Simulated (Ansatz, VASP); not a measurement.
# B3P in VASP and in Ansatz

```
B P
1.0
     5.29789    0.00000    0.00000
     0.00000    5.29789    0.00000
     0.00000    0.00000    5.29789
B P
6 2
Cartesian
  1.8606 0.0000 0.0000
  3.4373 0.0000 0.0000
  0.0000 1.8606 0.0000
  0.0000 3.4373 0.0000
  0.0000 0.0000 1.8606
  0.0000 0.0000 3.4373
  0.0000 0.0000 0.0000
  2.6489 2.6489 2.6489
```

Alike in both runs: functional PBE; k mesh 8 × 8 × 8; occupations gaussian, width 0.1 eV; no spin polarisation.

Ansatz relaxed the structure, and its values are those at the end. VASP's run is a single point on that final structure, the one shown.

```csv
,VASP,Ansatz
version,VASP 6.6.1,Ansatz 0.2.0
potentials or method,"VASP PAW PBE potentials, release 64 (B, P), cutoff 500 eV","scalar-relativistic, plane waves, PAW"
valence electrons in the cell,28,28
```

|  | VASP | Ansatz | Ansatz less VASP |
| --- | --- | --- | --- |
| gap on the k mesh at the Fermi level (eV) | none | none | - |
| pressure (GPa) | -0.1 | 0.0 | +0.14 |
| rms of the force components (eV/Å) | 0.014 | 0.001 | -0.0128 |

A gap of «none» marks a metal or a gap that the smearing closes. The functional is the same, so the differences come from potentials, cutoffs and numerics.
